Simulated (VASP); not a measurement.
# NbRu (P4/mmm) in VASP: a series of runs

Runs on NbRu. Level: LDA. Tasks: single point, relaxation of cell and atoms.

Program: VASP 6.6.1. These are calculated values, not measurements. Logs are shortened: lines on timing, memory, paths and dates and some standing lists are left out, and cuts for length are marked.

## 1. The cell of the first run

The structure is tetragonal, space group P4/mmm (No. 123). Conventional cell: a = 3.004 Å, b = 3.004 Å, c = 3.365 Å, α = 90.00°, β = 90.00°, γ = 90.00°. Nb (site symmetry 4/mmm) has 8 Ru at 2.71 Å and 6 Nb at 3.00 to 3.36 Å within 3.6 Å. Ru (site symmetry 4/mmm) has 8 Nb at 2.71 Å and 6 Ru at 3.00 to 3.36 Å within 3.6 Å.

## 2. Single point, LDA

Input file INCAR:

```
SYSTEM = NbRu
PREC     = Accurate       ! precision mode
ENCUT    = 520            ! plane-wave cutoff, eV
EDIFF    = 1E-6           ! SCF threshold, eV
ISMEAR   = -1             ! smearing method
SIGMA    = 0.05           ! smearing width, eV
LREAL    = .False.        ! projectors in reciprocal space
LASPH    = .True.         ! aspherical terms in the spheres
NELM     = 60             ! most SCF steps
ALGO     = Normal         ! electronic algorithm
ISIF     = 2              ! what is computed and relaxed
LWAVE    = .False.        ! write WAVECAR
LCHARG   = .False.        ! write CHGCAR
GGA      = CA             ! functional
NBANDS   = 20             ! bands
```

Input file KPOINTS:

```
Automatic mesh
0
Gamma
  14 14 12
  0 0 0
```

Input file POSCAR:

```
NbRu
1.0
    3.0044829631      0.0000000000      0.0000000000
    0.0000000000      3.0044829631      0.0000000000
    0.0000000000      0.0000000000      3.3648821971
Nb Ru
1 1
Direct
    0.0000000000      0.0000000000      0.0000000000
    0.5000000000      0.5000000000      0.5000000000
```

Potentials or basis: VASP PAW LDA potentials, release 64 (Nb_sv, Ru_pv).

Launch:

```bash
cat potpaw_LDA.64/Nb_sv/POTCAR potpaw_LDA.64/Ru_pv/POTCAR > POTCAR
mpirun -np 1 vasp_std > vasp.out
```

OUTCAR:

```text
SYSTEM = NbRu
   PREC = Accurate
   ENCUT = 520
   EDIFF = 1E-6
   ISMEAR = -1
   LREAL = .False.
   LASPH = .True.
   NELM = 60
   ISIF = 2
   GGA = CA

 ion  position               nearest neighbor table
   1  0.000  0.000  0.000-   2 2.71   2 2.71   2 2.71   2 2.71   2 2.71   2 2.71   2 2.71   2 2.71

   2  0.500  0.500  0.500-   1 2.71   1 2.71   1 2.71   1 2.71   1 2.71   1 2.71   1 2.71   1 2.71

  LATTYP: Found a simple tetragonal cell.
 ALAT       =     3.0044829631
 C/A-ratio  =     1.1199538285

  Lattice vectors:

 A1 = (   3.0044829631,   0.0000000000,   0.0000000000)
 A2 = (   0.0000000000,   3.0044829631,   0.0000000000)
 A3 = (   0.0000000000,   0.0000000000,   3.3648821971)

Analysis of symmetry for initial positions (statically):
=====================================================================
 Subroutine PRICEL returns:
 Original cell was already a primitive cell.

 Routine SETGRP: Setting up the symmetry group for a
 simple tetragonal supercell.

 Subroutine GETGRP returns: Found 16 space group operations
 (whereof 16 operations were pure point group operations)
 out of a pool of 16 trial point group operations.

The static configuration has the point symmetry D_4h.

Analysis of symmetry for dynamics (positions and initial velocities):
=====================================================================
 Subroutine PRICEL returns:
 Original cell was already a primitive cell.

 Routine SETGRP: Setting up the symmetry group for a
 simple tetragonal supercell.

 Subroutine GETGRP returns: Found 16 space group operations
 (whereof 16 operations were pure point group operations)
 out of a pool of 16 trial point group operations.

The dynamic configuration has the point symmetry D_4h.

 Subroutine INISYM returns: Found 16 space group operations
 (whereof 16 operations are pure point group operations),
 and found     1 'primitive' translations

----------------------------------------------------------------------------------------

                                     Primitive cell

  volume of cell :      30.3745

  direct lattice vectors                    reciprocal lattice vectors
     3.004482963  0.000000000  0.000000000     0.332835970  0.000000000  0.000000000
     0.000000000  3.004482963  0.000000000     0.000000000  0.332835970  0.000000000
     0.000000000  0.000000000  3.364882197     0.000000000  0.000000000  0.297187224

  length of vectors
     3.004482963  3.004482963  3.364882197     0.332835970  0.332835970  0.297187224

  position of ions in fractional coordinates (direct lattice)
     0.000000000  0.000000000  0.000000000
     0.500000000  0.500000000  0.500000000

  ion indices of the primitive-cell ions
   primitive index   ion index
                 1           1
                 2           2

----------------------------------------------------------------------------------------

 KPOINTS: Automatic mesh

Automatic generation of k-mesh.
 Grid dimensions read from file:
 generate k-points for:   14   14   12

 Generating k-lattice:

  Cartesian coordinates                     Fractional coordinates (reciprocal lattice)
     0.023773998  0.000000000  0.000000000     0.071428571  0.000000000  0.000000000
     0.000000000  0.023773998  0.000000000     0.000000000  0.071428571  0.000000000
     0.000000000  0.000000000  0.024765602     0.000000000  0.000000000  0.083333333

  Length of vectors
     0.023773998  0.023773998  0.024765602

  Shift w.r.t. Gamma in fractional coordinates (k-lattice)
     0.000000000  0.000000000  0.000000000

 Subroutine IBZKPT returns following result:
 ===========================================

 Found    252 irreducible k-points:

 Following reciprocal coordinates:
            Coordinates               Weight
  0.000000  0.000000  0.000000      1.000000
  0.071429  0.000000  0.000000      4.000000
  0.142857  0.000000  0.000000      4.000000
  0.214286  0.000000  0.000000      4.000000
  0.285714  0.000000  0.000000      4.000000
  0.357143  0.000000  0.000000      4.000000
[... 16 lines left out ...]
  0.285714  0.214286  0.000000      8.000000
  0.357143  0.214286  0.000000      8.000000
 [... further k-points ...]
   k-points           NKPTS =    252   k-points in BZ     NKDIM =    252   number of bands    NBANDS=     20
   number of dos      NEDOS =    301   number of ions     NIONS =      2
   total plane-waves  NPLWV =  16128
   dimension x,y,z NGX =    24 NGY =   24 NGZ =   28
   dimension x,y,z NGXF=    48 NGYF=   48 NGZF=   56
   ions per type =               1   1
   NGX,Y,Z   is equivalent  to a cutoff of  13.28, 13.28, 13.83 a.u.
   NGXF,Y,Z  is equivalent  to a cutoff of  26.56, 26.56, 27.67 a.u.
 SYSTEM =  NbRu
   PREC   = accura    normal or accurate (medium, high low for compatibility)
   ISTART =      0    job   : 0-new  1-cont  2-samecut
   ICHARG =      2    charge: 1-file 2-atom 10-const
   ISPIN  =      1    spin polarized calculation?
   LNONCOLLINEAR =      F non collinear calculations
   LSORBIT =      F    spin-orbit coupling
   LASPH  =      T    aspherical Exc in radial PAW
   ENCUT  =  520.0 eV  38.22 Ry    6.18 a.u.   5.59  5.59  6.26*2*pi/ulx,y,z
   NELM   =     60;   NELMIN=  2; NELMDL= -5     # of ELM steps
   EDIFF  = 0.1E-05   stopping-criterion for ELM
   LREAL  =      F    real-space projection
   EDIFFG = 0.1E-04   stopping-criterion for IOM
   NSW    =      0    number of steps for IOM
   IBRION =     -1    ionic relax: 0-MD 1-quasi-New 2-CG
   NFREE  =      0    steps in history (QN), initial steepest desc. (CG)
   ISIF   =      2    stress and relaxation
   ISYM   =      2    0-nonsym 1-usesym 2-fastsym
   POTIM  = 0.5000    time-step for ionic-motion
   TEBEG  =    0.0;   TEEND  =   0.0 temperature during run
   PSTRESS=    0.0 pullay stress
   NELECT =      27.0000    total number of electrons
   NUPDOWN=      -1.0000    fix difference up-down
   EMIN   =  10.00;   EMAX   =-10.00  energy-range for DOS
   EFERMI =   0.00;   METHOD = LEGACY
   ISMEAR =    -1;   SIGMA  =   0.05  broadening in eV -4-tet -1-fermi 0-gaus
   EFERMI_NEDOS =   21; number of points for ismear=-14 and -15
   IALGO  =     38    algorithm
   IMIX   =      4    mixing-type and parameters
     AMIX     =   0.40;   BMIX     =  1.00
     AMIX_MAG =   1.60;   BMIX_MAG =  1.00
  volume/ion in A,a.u.               =      15.19       102.49
  Fermi-wavevector in a.u.,A,eV,Ry     =   1.574078  2.974576 33.711456  2.477722
  Thomas-Fermi vector in A             =   2.675266
   LORBIT       =      0    0 simple, 1 ext, 2 COOP (PROOUT), +10 PAW based schemes
   GGA     = CA    functional components
   LHFCALC =     F    Hartree Fock is set to
   AEXX    =    0.0000 exact exchange contribution
   IVDW    =     0    specifies the selected vdW correction
   LEPSILON=     F    determine dielectric tensor
   LRPA    =     F    only Hartree local field effects (RPA)
 non-spin polarized calculation
  energy-cutoff  :      520.00
  volume of cell :       30.37
 maximum number of plane-waves:       836
 NGX is ok and might be reduce to    24
   NGX = 11   NGY = 11   NGZ = 13

 number of electron      27.0000000 magnetization

 Free energy of the ion-electron system (eV)
  ---------------------------------------------------
  ext. energy  EPLUGINS =         0.00000000
  ---------------------------------------------------
  free energy    TOTEN  =       -22.29002805 eV

  energy without entropy =      -22.27104756  energy(sigma->0) =      -22.28053780

 E-fermi :  12.8806     XC(G=0): -13.6675

 val. band max:       12.8750099664   @ k =   0.5000   0.0714   0.2500
 cond. band min:      12.8835072615   @ k =   0.1429   0.1429   0.2500
 fundamental gap:      0.0084972950
 Fermi energy:        12.8805848693

 k-point     1 :       0.0000    0.0000    0.0000
  band No.  band energies     occupation
      1     -42.1286      2.00000
      2     -29.8178      2.00000
      3     -29.7317      2.00000
      4     -29.7317      2.00000
      5     -18.2420      2.00000
      6     -18.0513      2.00000
[... 12 lines left out ...]
     19      19.9380      0.00000
     20      22.8950      0.00000

 k-point     2 :       0.0714    0.0000    0.0000
  band No.  band energies     occupation
      1     -42.1258      2.00000
      2     -29.8163      2.00000
      3     -29.7404      2.00000
      4     -29.7305      2.00000
      5     -18.2414      2.00000
      6     -18.0857      2.00000
[... 12 lines left out ...]
     19      20.6104      0.00000
     20      22.5191      0.00000

 k-point     3 :       0.1429    0.0000    0.0000
  band No.  band energies     occupation
      1     -42.1180      2.00000
      2     -29.8119      2.00000
      3     -29.7647      2.00000
      4     -29.7273      2.00000
      5     -18.2398      2.00000
      6     -18.1812      2.00000
[... 12 lines left out ...]
     19      21.5903      0.00000
     20      21.9885      0.00000

 k-point     4 :       0.2143    0.0000    0.0000
  band No.  band energies     occupation
      1     -42.1068      2.00000
      2     -29.8057      2.00000
      3     -29.7995      2.00000
      4     -29.7225      2.00000
      5     -18.3169      2.00000
      6     -18.2374      2.00000
[... 12 lines left out ...]
     19      20.4559      0.00000
     20      23.5932      0.00000

 k-point     5 :       0.2857    0.0000    0.0000
  band No.  band energies     occupation
      1     -42.0943      2.00000
      2     -29.8379      2.00000
      3     -29.7987      2.00000
      4     -29.7173      2.00000
      5     -18.4646      2.00000
      6     -18.2348      2.00000
[... 12 lines left out ...]
     19      19.3999      0.00000
     20      23.1596      0.00000
[... 353 lines left out ...]
      6     -18.2158      2.00000
[... 12 lines left out ...]
     19      18.4129      0.00000
     20      23.1590      0.00000

 k-point    22 :       0.2143    0.2143    0.0000
  band No.  band energies     occupation
      1     -42.0835      2.00000
      2     -29.8030      2.00000
      3     -29.7951      2.00000
      4     -29.7879      2.00000
      5     -18.3132      2.00000
      6     -18.2622      2.00000
[... 12 lines left out ...]
     19      21.7426      0.00000
     20      23.6693      0.00000

 k-point    23 :       0.2857    0.2143    0.0000
  band No.  band energies     occupation
      1     -42.0700      2.00000
      2     -29.8380      2.00000
      3     -29.7918      2.00000
      4     -29.7890      2.00000
      5     -18.4298      2.00000
      6     -18.2670      2.00000
[... 12 lines left out ...]
     19      20.7697      0.00000
     20      23.2671      0.00000

 k-point    24 :       0.3571    0.2143    0.0000
  band No.  band energies     occupation
      1     -42.0579      2.00000
      2     -29.8741      2.00000
      3     -29.7906      2.00000
      4     -29.7836      2.00000
      5     -18.5492      2.00000
      6     -18.2547      2.00000
[... 12 lines left out ...]
     19      19.5948      0.00000
     20      23.1588      0.00000

 [... further k-points ...]
[... 5 lines left out ...]
  --------------------------------------------------------------------------------------
  -------------------------------------------------------------------------------------
  Total        0.0650105      0.0650105      0.0553442      0.0000000      0.0000000      0.0000000
  in kB        3.4291355      3.4291355      2.9192639      0.0000000      0.0000000      0.0000000
  external PRESSURE =       3.2591783 kB  Pullay stress =       0.0000000 kB

 VOLUME and BASIS-vectors are now :
 -----------------------------------------------------------------------------
  energy-cutoff  :      520.00
  volume of cell :       30.37
      direct lattice vectors                 reciprocal lattice vectors
     3.004482963  0.000000000  0.000000000     0.332835970  0.000000000  0.000000000
     0.000000000  3.004482963  0.000000000     0.000000000  0.332835970  0.000000000
     0.000000000  0.000000000  3.364882197     0.000000000  0.000000000  0.297187224

 POSITION                                       TOTAL-FORCE (eV/Angst)
 -----------------------------------------------------------------------------------
      0.00000      0.00000      0.00000         0.000000      0.000000      0.000000
      1.50224      1.50224      1.68244         0.000000      0.000000      0.000000
 -----------------------------------------------------------------------------------
    total drift:                                0.000000      0.000000     -0.000000

  FREE ENERGIE OF THE ION-ELECTRON SYSTEM (eV)
  ---------------------------------------------------
  free  energy   TOTEN  =       -22.2900280479 eV

  energy  without entropy=      -22.2710475597  energy(sigma->0) =      -22.28053780
```

Run time: 98 s. Hardware: 1 thread of Intel Xeon Platinum 8375C at 2.90GHz (Ice Lake), shared host; peak memory 0.25 GiB.

What came out:

```yaml
Free_energy: -22.2900 eV
Pressure: 0.3 GPa
```

## 3. Single point, LDA

Input file INCAR:

```
PREC = Accurate ; ENCUT = 520
EDIFF = 1E-6 ; ISMEAR = -1
SIGMA = 0.05 ; LREAL = False
LASPH = True ; NELM = 60
ALGO = Normal ; ISIF = 2
LWAVE = False ; LCHARG = False
GGA = CA ; NBANDS = 20
```

Input file KPOINTS:

```
regular mesh
0
Gamma
  14 14 12
```

POSCAR is that of step 2.

Potentials or basis: VASP PAW LDA potentials, release 64 (Nb_sv, Ru_pv).

Launch:

```bash
cat potpaw_LDA.64/Nb_sv/POTCAR potpaw_LDA.64/Ru_pv/POTCAR > POTCAR
mpirun -np 1 vasp_std > vasp.out
```

OUTCAR:

```text
PREC = Accurate
   ENCUT = 520
   EDIFF = 1E-6
   ISMEAR = -1
   LREAL = False
   LASPH = True
   NELM = 60
   ISIF = 2
   GGA = CA

 ion  position               nearest neighbor table
   1  0.000  0.000  0.000-   2 2.71   2 2.71   2 2.71   2 2.71   2 2.71   2 2.71   2 2.71   2 2.71

   2  0.500  0.500  0.500-   1 2.71   1 2.71   1 2.71   1 2.71   1 2.71   1 2.71   1 2.71   1 2.71

  LATTYP: Found a simple tetragonal cell.
 ALAT       =     3.0044829631
 C/A-ratio  =     1.1199538285

  Lattice vectors:
[... 189 lines left out ...]
      2     -29.8178      2.00000
      3     -29.7317      2.00000
      4     -29.7317      2.00000
      5     -18.2420      2.00000
      6     -18.0513      2.00000
[... 541 lines left out ...]
     19      19.5948      0.00000
     20      23.1588      0.00000

 [... further k-points ...]
[... 5 lines left out ...]
  --------------------------------------------------------------------------------------
  -------------------------------------------------------------------------------------
  Total        0.0650105      0.0650105      0.0553442      0.0000000      0.0000000      0.0000000
  in kB        3.4291355      3.4291355      2.9192639      0.0000000      0.0000000      0.0000000
  external PRESSURE =       3.2591783 kB  Pullay stress =       0.0000000 kB

 VOLUME and BASIS-vectors are now :
 -----------------------------------------------------------------------------
  energy-cutoff  :      520.00
  volume of cell :       30.37
      direct lattice vectors                 reciprocal lattice vectors
     3.004482963  0.000000000  0.000000000     0.332835970  0.000000000  0.000000000
     0.000000000  3.004482963  0.000000000     0.000000000  0.332835970  0.000000000
     0.000000000  0.000000000  3.364882197     0.000000000  0.000000000  0.297187224

 POSITION                                       TOTAL-FORCE (eV/Angst)
 -----------------------------------------------------------------------------------
      0.00000      0.00000      0.00000         0.000000      0.000000      0.000000
      1.50224      1.50224      1.68244         0.000000      0.000000      0.000000
 -----------------------------------------------------------------------------------
    total drift:                                0.000000      0.000000     -0.000000

  FREE ENERGIE OF THE ION-ELECTRON SYSTEM (eV)
  ---------------------------------------------------
  free  energy   TOTEN  =       -22.2900280479 eV

  energy  without entropy=      -22.2710475597  energy(sigma->0) =      -22.28053780
```

OSZICAR:

```text
N       E                     dE             d eps       ncg     rms          rms(c)
DAV:   1     0.303733329375E+03    0.30373E+03   -0.15751E+04 10080   0.144E+03
DAV:   2    -0.119201565052E+02   -0.31565E+03   -0.30834E+03 11744   0.532E+02
DAV:   3    -0.230051427862E+02   -0.11085E+02   -0.10731E+02 15756   0.950E+01
DAV:   4    -0.234750125401E+02   -0.46987E+00   -0.46672E+00 13900   0.144E+01
DAV:   5    -0.234944891501E+02   -0.19477E-01   -0.19467E-01 15808   0.289E+00    0.132E+01
DAV:   6    -0.224231404709E+02    0.10713E+01   -0.18752E+00 15548   0.140E+01    0.456E+00
DAV:   7    -0.222983070646E+02    0.12483E+00   -0.61242E-01 14796   0.681E+00    0.124E+00
DAV:   8    -0.222933680317E+02    0.49390E-02   -0.13050E-01 15344   0.239E+00    0.107E+00
DAV:   9    -0.222902300431E+02    0.31380E-02   -0.40733E-02 14052   0.162E+00    0.116E-01
DAV:  10    -0.222900350384E+02    0.19500E-03   -0.15873E-03 16348   0.369E-01    0.358E-02
DAV:  11    -0.222900301668E+02    0.48716E-05   -0.82298E-05 15372   0.960E-02    0.192E-02
DAV:  12    -0.222900285214E+02    0.16454E-05   -0.13542E-05 15112   0.302E-02    0.525E-03
DAV:  13    -0.222900280479E+02    0.47342E-06   -0.11166E-06  7988   0.160E-02
   1 F= -.22290028E+02 E0= -.22280538E+02  d E =-.189805E-01
```

stdout:

```text
POSCAR found type information on POSCAR NbRu
 POSCAR found :  2 types and       2 ions
 scaLAPACK will be used
 LDA part: xc-table for (Slater(with rela. corr.)+CA(PZ))
 , standard interpolation
 POSCAR, INCAR and KPOINTS ok, starting setup
 FFT: planning ... GRIDC
 FFT: planning ... GRID_SOFT
 FFT: planning ... GRID
 WAVECAR not read
 entering main loop
```

It took 1.7 min on 1 thread of Intel Xeon Platinum 8375C at 2.90GHz (Ice Lake), shared host; peak memory 0.25 GiB.

What came out:

```
Free energy : -22.2900 eV
Pressure    : 0.3 GPa
```

Levels at points of the mesh, in eV from the Fermi level:
| k point | band 10 | band 11 | band 12 | band 13 | band 14 | band 15 | band 16 | band 17 |
| --- | --- | --- | --- | --- | --- | --- | --- | --- |
| (0.00, 0.00, 0.00) | -5.71 | -2.38 | -2.38 | -1.40 | 0.27 | 1.70 | 3.83 | 4.04 |
| (0.50, 0.00, 0.00) | -3.57 | -2.49 | -2.18 | -1.86 | -1.12 | -0.91 | 0.21 | 1.94 |
| (0.50, 0.50, 0.00) | -4.66 | -4.66 | 0.49 | 1.26 | 2.14 | 2.14 | 2.81 | 4.35 |
| (0.00, 0.00, 0.50) | -3.98 | -2.67 | -1.66 | -1.66 | -0.67 | 0.25 | 0.56 | 0.56 |
| (0.50, 0.00, 0.50) | -3.46 | -3.45 | -0.85 | 0.71 | 0.81 | 1.20 | 1.38 | 3.66 |
| (0.50, 0.50, 0.50) | -3.16 | -3.16 | -2.57 | -2.57 | -0.25 | 0.53 | 3.20 | 4.42 |

[end of part 1 of 2]
